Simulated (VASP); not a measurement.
Input of a VASP 6.6.1 run:

Contents of INCAR:

```
SYSTEM = GaO
PREC = Accurate ; ENCUT = 520
EDIFF = 1E-6 ; ISMEAR = 0
SIGMA = 0.1 ; LREAL = .FALSE.
LASPH = .TRUE. ; NELM = 80
ALGO = Normal ; ISIF = 2
LWAVE = .FALSE. ; LCHARG = .FALSE.
GGA = PE ; NBANDS = 27
```

KPOINTS

```
Automatic mesh
0
G
  6 6 4
  0 0 0
```

POSCAR

```
GaO
1.0
    3.4327038954      0.0000000000      0.0000000000
   -1.7163519477      2.9728087770      0.0000000000
    0.0000000000      0.0000000000      6.7806802984
Ga O
2 2
Direct
    0.3333333333      0.6666666667      0.2500000000
    0.6666666667      0.3333333333      0.7500000000
    0.3333333333      0.6666666667      0.7500000000
    0.6666666667      0.3333333333      0.2500000000
```

Potentials or basis: VASP PAW PBE potentials, release 64 (Ga_d, O).

Run with:

```sh
$ cat potpaw_PBE.64/Ga_d/POTCAR potpaw_PBE.64/O/POTCAR > POTCAR
$ mpirun -np 1 vasp_std > vasp.out
```

What does it give for the band gap on the k mesh?

Zero (band 19 reaches 5.71 eV, above the bottom of band 20 at 0.88 eV).

Predict the pressure.

0.7 GPa.

Stress tensor (GPa, compression positive):
```
0.98 0.00 0.00
0.00 0.98 0.00
0.00 0.00 0.09
```
